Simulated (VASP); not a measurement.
# PbO (P4mm) in VASP: a series of runs

The runs below take PbO through single point, with PBEsol.

Program: VASP 6.6.1. These are calculated values, not measurements. Logs are shortened: lines on timing, memory, paths and dates and some standing lists are left out, and cuts for length are marked.

## (1) The cell of the first run

The structure is tetragonal, space group P4mm (No. 99). The conventional cell has a = 3.974 Å, b = 3.974 Å, c = 5.022 Å, α = 90.00°, β = 90.00°, γ = 90.00°. Within 3.1 Å of Pb (site symmetry 4mm) lie 4 O at 2.36 Å. Within 3.0 Å of Pb (site symmetry 4mm) lie 4 O at 2.26 Å. Within 3.0 Å of O (site symmetry 2mm) lie 4 Pb at 2.26 to 2.36 Å and 4 O at 2.81 Å.

## (2) Single point, PBEsol (all O atoms moved -0.100 Å, as atom 3 along Cartesian [0 0 1])

File INCAR:

```
ALGO = Normal
EDIFF = 1E-7
ENCUT = 520
GGA = PS
ISIF = 2
ISMEAR = 0
LASPH = True
LCHARG = False
LREAL = False
LWAVE = False
NBANDS = 28
NELM = 80
PREC = Accurate
SIGMA = 0.05
```

File KPOINTS:

```
k-points
0
Gamma
  8 8 6
```

File POSCAR:

```
PbO
1.0
    3.9744000000      0.0000000000      0.0000000000
    0.0000000000      3.9744000000      0.0000000000
    0.0000000000      0.0000000000      5.0220000000
Pb O
2 2
Direct
    0.0000000000      0.5000000000      0.2351000000
    0.5000000000      0.0000000000      0.7649000000
    0.0000000000      0.0000000000     -0.0199123855
    0.5000000000      0.5000000000     -0.0199123855
```

Potentials or basis: VASP PAW PBE potentials, release 64 (Pb_d, O).

Command:

```sh
$ cat potpaw_PBE.64/Pb_d/POTCAR potpaw_PBE.64/O/POTCAR > POTCAR
$ mpirun -np 1 vasp_std > vasp.out
```

OUTCAR:

```text
EDIFF = 1E-7
   ENCUT = 520
   GGA = PS
   ISIF = 2
   ISMEAR = 0
   LASPH = True
   LREAL = False
   NELM = 80
   PREC = Accurate

 ion  position               nearest neighbor table
   1  0.000  0.500  0.235-   3 2.36   4 2.36   3 2.36   4 2.36   2 3.67   2 3.67   2 3.67   2 3.67
                             2 3.87   2 3.87   2 3.87   2 3.87
   2  0.500  0.000  0.765-   3 2.26   4 2.26   4 2.26   3 2.26   1 3.67   1 3.67   1 3.67   1 3.67
                             1 3.87   1 3.87   1 3.87   1 3.87
   3  0.000  0.000  0.980-   2 2.26   2 2.26   1 2.36   1 2.36
   4  0.500  0.500  0.980-   2 2.26   2 2.26   1 2.36   1 2.36

  LATTYP: Found a simple tetragonal cell.
 ALAT       =     3.9744000000
 C/A-ratio  =     1.2635869565

  Lattice vectors:

 A1 = (   3.9744000000,   0.0000000000,   0.0000000000)
 A2 = (   0.0000000000,   3.9744000000,   0.0000000000)
 A3 = (   0.0000000000,   0.0000000000,   5.0220000000)

Analysis of symmetry for initial positions (statically):
=====================================================================
 Subroutine PRICEL returns:
 Original cell was already a primitive cell.

 Routine SETGRP: Setting up the symmetry group for a
 simple tetragonal supercell.

 Subroutine GETGRP returns: Found  8 space group operations
 (whereof  4 operations were pure point group operations)
 out of a pool of 16 trial point group operations.

The static configuration has the point symmetry C_2v.
 The point group associated with its full space group is C_4v.

Analysis of symmetry for dynamics (positions and initial velocities):
=====================================================================
 Subroutine PRICEL returns:
 Original cell was already a primitive cell.

 Routine SETGRP: Setting up the symmetry group for a
 simple tetragonal supercell.

 Subroutine GETGRP returns: Found  8 space group operations
 (whereof  4 operations were pure point group operations)
 out of a pool of 16 trial point group operations.

The dynamic configuration has the point symmetry C_2v.
 The point group associated with its full space group is C_4v.

 Subroutine INISYM returns: Found  8 space group operations
 (whereof  4 operations are pure point group operations),
 and found     1 'primitive' translations

----------------------------------------------------------------------------------------

                                     Primitive cell

  volume of cell :      79.3268

  direct lattice vectors                    reciprocal lattice vectors
     3.974400000  0.000000000  0.000000000     0.251610306  0.000000000  0.000000000
     0.000000000  3.974400000  0.000000000     0.000000000  0.251610306  0.000000000
     0.000000000  0.000000000  5.022000000     0.000000000  0.000000000  0.199123855

  length of vectors
     3.974400000  3.974400000  5.022000000     0.251610306  0.251610306  0.199123855

  position of ions in fractional coordinates (direct lattice)
     0.000000000  0.500000000  0.235100000
     0.500000000  0.000000000  0.764900000
     0.000000000  0.000000000  0.980087615
     0.500000000  0.500000000  0.980087615

  ion indices of the primitive-cell ions
   primitive index   ion index
                 1           1
                 2           2
                 3           3
                 4           4

----------------------------------------------------------------------------------------

 KPOINTS: k-points

Automatic generation of k-mesh.
 Grid dimensions read from file:
 generate k-points for:    8    8    6

 Generating k-lattice:

  Cartesian coordinates                     Fractional coordinates (reciprocal lattice)
     0.031451288  0.000000000  0.000000000     0.125000000  0.000000000  0.000000000
     0.000000000  0.031451288  0.000000000     0.000000000  0.125000000  0.000000000
     0.000000000  0.000000000  0.033187309     0.000000000  0.000000000  0.166666667

  Length of vectors
     0.031451288  0.031451288  0.033187309

  Shift w.r.t. Gamma in fractional coordinates (k-lattice)
     0.000000000  0.000000000  0.000000000

 Subroutine IBZKPT returns following result:
 ===========================================

 Found     60 irreducible k-points:

 Following reciprocal coordinates:
            Coordinates               Weight
  0.000000  0.000000  0.000000      1.000000
  0.125000  0.000000  0.000000      4.000000
  0.250000  0.000000  0.000000      4.000000
  0.375000  0.000000  0.000000      4.000000
  0.500000  0.000000  0.000000      2.000000
  0.125000  0.125000  0.000000      4.000000
[... 16 lines left out ...]
  0.375000  0.125000  0.166667     16.000000
  0.500000  0.125000  0.166667      8.000000
 [... further k-points ...]
   k-points           NKPTS =     60   k-points in BZ     NKDIM =     60   number of bands    NBANDS=     28
   number of dos      NEDOS =    301   number of ions     NIONS =      4
   total plane-waves  NPLWV =  36000
   dimension x,y,z NGX =    30 NGY =   30 NGZ =   40
   dimension x,y,z NGXF=    60 NGYF=   60 NGZF=   80
   ions per type =               2   2
   NGX,Y,Z   is equivalent  to a cutoff of  12.55, 12.55, 13.24 a.u.
   NGXF,Y,Z  is equivalent  to a cutoff of  25.10, 25.10, 26.48 a.u.
 SYSTEM =  unknown system
   PREC   = accura    normal or accurate (medium, high low for compatibility)
   ISTART =      0    job   : 0-new  1-cont  2-samecut
   ICHARG =      2    charge: 1-file 2-atom 10-const
   ISPIN  =      1    spin polarized calculation?
   LNONCOLLINEAR =      F non collinear calculations
   LSORBIT =      F    spin-orbit coupling
   LASPH  =      T    aspherical Exc in radial PAW
   ENCUT  =  520.0 eV  38.22 Ry    6.18 a.u.   7.39  7.39  9.34*2*pi/ulx,y,z
   NELM   =     80;   NELMIN=  2; NELMDL= -5     # of ELM steps
   EDIFF  = 0.1E-06   stopping-criterion for ELM
   LREAL  =      F    real-space projection
   EDIFFG = 0.1E-05   stopping-criterion for IOM
   NSW    =      0    number of steps for IOM
   IBRION =     -1    ionic relax: 0-MD 1-quasi-New 2-CG
   NFREE  =      0    steps in history (QN), initial steepest desc. (CG)
   ISIF   =      2    stress and relaxation
   ISYM   =      2    0-nonsym 1-usesym 2-fastsym
   POTIM  = 0.5000    time-step for ionic-motion
   TEBEG  =    0.0;   TEEND  =   0.0 temperature during run
   PSTRESS=    0.0 pullay stress
   NELECT =      40.0000    total number of electrons
   NUPDOWN=      -1.0000    fix difference up-down
   EMIN   =  10.00;   EMAX   =-10.00  energy-range for DOS
   EFERMI =   0.00;   METHOD = LEGACY
   ISMEAR =     0;   SIGMA  =   0.05  broadening in eV -4-tet -1-fermi 0-gaus
   EFERMI_NEDOS =   21; number of points for ismear=-14 and -15
   IALGO  =     38    algorithm
   IMIX   =      4    mixing-type and parameters
     AMIX     =   0.40;   BMIX     =  1.00
     AMIX_MAG =   1.60;   BMIX_MAG =  1.00
  volume/ion in A,a.u.               =      19.83       133.83
  Fermi-wavevector in a.u.,A,eV,Ry     =   1.303031  2.462372 23.101207  1.697891
  Thomas-Fermi vector in A             =   2.434060
   LORBIT       =      0    0 simple, 1 ext, 2 COOP (PROOUT), +10 PAW based schemes
   GGA     = PS    functional components
   LHFCALC =     F    Hartree Fock is set to
   AEXX    =    0.0000 exact exchange contribution
   IVDW    =     0    specifies the selected vdW correction
   LEPSILON=     F    determine dielectric tensor
   LRPA    =     F    only Hartree local field effects (RPA)
 non-spin polarized calculation
 Gauss-broadening in eV      SIGMA  =   0.05
  energy-cutoff  :      520.00
  volume of cell :       79.33
 maximum number of plane-waves:      2171
 NGX is ok and might be reduce to    30
   NGX = 15   NGY = 15   NGZ = 19

 number of electron      40.0000001 magnetization

 Free energy of the ion-electron system (eV)
  ---------------------------------------------------
  ext. energy  EPLUGINS =         0.00000000
  ---------------------------------------------------
  free energy    TOTEN  =       -22.78685756 eV

  energy without entropy =      -22.78685756  energy(sigma->0) =      -22.78685756

 E-fermi :   5.2142     XC(G=0): -10.0829

 val. band max:        5.0013435506   @ k =   0.1250   0.0000   0.0000
 cond. band min:       6.1608415378   @ k =   0.5000   0.5000   0.0000
 fundamental gap:      1.1594979871
 Fermi energy:         5.2141570702

 k-point     1 :       0.0000    0.0000    0.0000
  band No.  band energies     occupation
      1     -13.4234      2.00000
      2     -12.8596      2.00000
      3     -11.0171      2.00000
      4     -11.0171      2.00000
      5     -10.9749      2.00000
      6     -10.9310      2.00000
[... 20 lines left out ...]
     27      12.4569      0.00000
     28      12.9962      0.00000

 k-point     2 :       0.1250    0.0000    0.0000
  band No.  band energies     occupation
      1     -13.3867      2.00000
      2     -12.8690      2.00000
      3     -11.0119      2.00000
      4     -11.0101      2.00000
      5     -10.9665      2.00000
      6     -10.9222      2.00000
[... 20 lines left out ...]
     27      12.6897      0.00000
     28      14.0343      0.00000

 k-point     3 :       0.2500    0.0000    0.0000
  band No.  band energies     occupation
      1     -13.2917      2.00000
      2     -12.9007      2.00000
      3     -10.9985      2.00000
      4     -10.9879      2.00000
      5     -10.9413      2.00000
      6     -10.9335      2.00000
[... 20 lines left out ...]
     27      12.9634      0.00000
     28      15.8421      0.00000

 k-point     4 :       0.3750    0.0000    0.0000
  band No.  band energies     occupation
      1     -13.1747      2.00000
      2     -12.9582      2.00000
      3     -10.9828      2.00000
      4     -10.9646      2.00000
      5     -10.9461      2.00000
      6     -10.9034      2.00000
[... 578 lines left out ...]
     27      13.9120      0.00000
     28      15.2848      0.00000

 k-point    23 :       0.3750    0.1250    0.1667
  band No.  band energies     occupation
      1     -13.1570      2.00000
      2     -12.9602      2.00000
      3     -10.9914      2.00000
      4     -10.9611      2.00000
      5     -10.9365      2.00000
      6     -10.8861      2.00000
[... 20 lines left out ...]
     27      14.1479      0.00000
     28      14.6556      0.00000

 k-point    24 :       0.5000    0.1250    0.1667
  band No.  band energies     occupation
      1     -13.0816      2.00000
      2     -13.0157      2.00000
      3     -10.9846      2.00000
      4     -10.9651      2.00000
      5     -10.9334      2.00000
      6     -10.8547      2.00000
[... 20 lines left out ...]
     27      14.3502      0.00000
     28      14.3757      0.00000

 [... further k-points ...]
[... 5 lines left out ...]
  --------------------------------------------------------------------------------------
  -------------------------------------------------------------------------------------
  Total        0.7474097      0.7474097      0.3549450      0.0000000      0.0000000      0.0000000
  in kB       15.0955682     15.0955682      7.1688884      0.0000000      0.0000000      0.0000000
  external PRESSURE =      12.4533416 kB  Pullay stress =       0.0000000 kB

 VOLUME and BASIS-vectors are now :
 -----------------------------------------------------------------------------
  energy-cutoff  :      520.00
  volume of cell :       79.33
      direct lattice vectors                 reciprocal lattice vectors
     3.974400000  0.000000000  0.000000000     0.251610306  0.000000000  0.000000000
     0.000000000  3.974400000  0.000000000     0.000000000  0.251610306  0.000000000
     0.000000000  0.000000000  5.022000000     0.000000000  0.000000000  0.199123855

 POSITION                                       TOTAL-FORCE (eV/Angst)
 -----------------------------------------------------------------------------------
      0.00000      1.98720      1.18067         0.000000      0.000000     -0.600599
      1.98720      0.00000      3.84133         0.000000      0.000000     -1.067827
      0.00000      0.00000      4.92200         0.000000      0.000000      0.834213
      1.98720      1.98720      4.92200         0.000000      0.000000      0.834213
 -----------------------------------------------------------------------------------
    total drift:                                0.000000      0.000000      0.000211

  FREE ENERGIE OF THE ION-ELECTRON SYSTEM (eV)
  ---------------------------------------------------
  free  energy   TOTEN  =       -22.7868575553 eV

  energy  without entropy=      -22.7868575553  energy(sigma->0) =      -22.78685756
```

Wall time 73 s (1 thread of Intel Xeon 6975P-C (Granite Rapids), shared host); peak memory 0.25 GiB.

Results:

```
Free energy            : -22.7869 eV
Pressure               : 1.2 GPa
Largest force          : 1.068 eV/Å
Band gap on the k mesh : 1.16 eV, indirect (least direct gap 2.18 eV)
```

Forces on the atoms (eV/Å):
```
Pb   0.000  0.000 -0.601
Pb   0.000  0.000 -1.068
O    0.000  0.000  0.834
O    0.000  0.000  0.834
```

Levels at points of the mesh, in eV from the valence-band top:
```
           k point  band 17  band 18  band 19  band 20  band 21  band 22  band 23  band 24
(0.00, 0.00, 0.00)    -1.73    -1.72    -1.72    -0.04     2.32     5.36     5.49     5.49
(0.50, 0.00, 0.00)    -3.24    -2.93    -1.82    -1.51     3.20     3.47     6.30     6.31
(0.50, 0.50, 0.00)    -1.93    -1.34    -1.12    -1.02     1.16     1.16     4.94     5.44
(0.00, 0.00, 0.50)    -1.77    -1.74    -1.74    -0.94     1.82     3.97     3.97     4.22
(0.50, 0.00, 0.50)    -3.22    -2.89    -1.25    -0.72     2.85     3.19     5.94     6.74
(0.50, 0.50, 0.50)    -2.53    -1.92    -1.12    -1.02     3.34     3.34     4.77     4.77
```

Caveat: the cell differs from its parent crystal (all O atoms moved -0.100 Å, as atom 3 along Cartesian [0 0 1]); the PAW data sets were made with another functional, which shifts forces and pressure a little; spin-orbit coupling is left out, which moves the levels of the heavy elements. A k mesh can miss the band edges.

## (3) Single point, PBEsol (all O atoms moved +0.050 Å, as atom 3 along Cartesian [0 0 1])

File INCAR:

```
SYSTEM = PbO
ALGO = Normal
EDIFF = 1E-7
ENCUT = 520
GGA = PS
ISIF = 2
ISMEAR = 0
LASPH = .TRUE.
LCHARG = .FALSE.
LREAL = .FALSE.
LWAVE = .FALSE.
NBANDS = 28
NELM = 60
PREC = Accurate
SIGMA = 0.05
```

File KPOINTS:

```
k-points
0
G
  8 8 6
  0 0 0
```

Changes to POSCAR since step 2:

```diff
@@ -10,3 +10,3 @@
     0.5000000000      0.0000000000      0.7649000000
-    0.0000000000      0.0000000000     -0.0199123855
-    0.5000000000      0.5000000000     -0.0199123855
+    0.0000000000      0.0000000000      0.0099561928
+    0.5000000000      0.5000000000      0.0099561928
```

Potentials or basis: VASP PAW PBE potentials, release 64 (Pb_d, O).

Command:

```sh
$ cat potpaw_PBE.64/Pb_d/POTCAR potpaw_PBE.64/O/POTCAR > POTCAR
$ mpirun -np 1 vasp_std > vasp.out
```

Wall time 55 s (1 thread of Intel Xeon 6975P-C (Granite Rapids), shared host); peak memory 0.25 GiB.

The run converged. Its results:

* Free energy: -22.8497 eV
* Pressure: 1.1 GPa
* Largest force: 0.601 eV/Å
* Band gap on the k mesh: 1.18 eV, indirect (least direct gap 2.23 eV)

Forces on the atoms (eV/Å):
```
Pb   0.000  0.000  0.601
Pb   0.000  0.000  0.241
O    0.000  0.000 -0.421
O    0.000  0.000 -0.421
```

Stress tensor (GPa, compression positive):
```
1.17 0.00 0.00
0.00 1.17 0.00
0.00 0.00 0.86
```

Levels at points of the mesh, in eV from the valence-band top:
```csv
k point,band 18,band 19,band 20,band 21,band 22,band 23
"(0.00, 0.00, 0.00)",-1.72,-1.72,-0.02,2.30,5.35,5.61
"(0.50, 0.00, 0.00)",-3.01,-1.75,-1.59,3.27,3.41,6.40
"(0.50, 0.50, 0.00)",-1.50,-1.10,-1.05,1.18,1.18,5.08
"(0.00, 0.00, 0.50)",-1.74,-1.74,-0.95,1.83,3.99,3.99
"(0.50, 0.00, 0.50)",-2.97,-1.13,-0.86,2.94,3.12,6.13
"(0.50, 0.50, 0.50)",-2.08,-1.10,-1.05,3.42,3.42,4.70
```

Caveat: the cell differs from its parent crystal (all O atoms moved +0.050 Å, as atom 3 along Cartesian [0 0 1]); the PAW data sets were made with another functional, which shifts forces and pressure a little; spin-orbit coupling is left out, which moves the levels of the heavy elements. A k mesh can miss the band edges.

(Continued in part 2 of 2.)
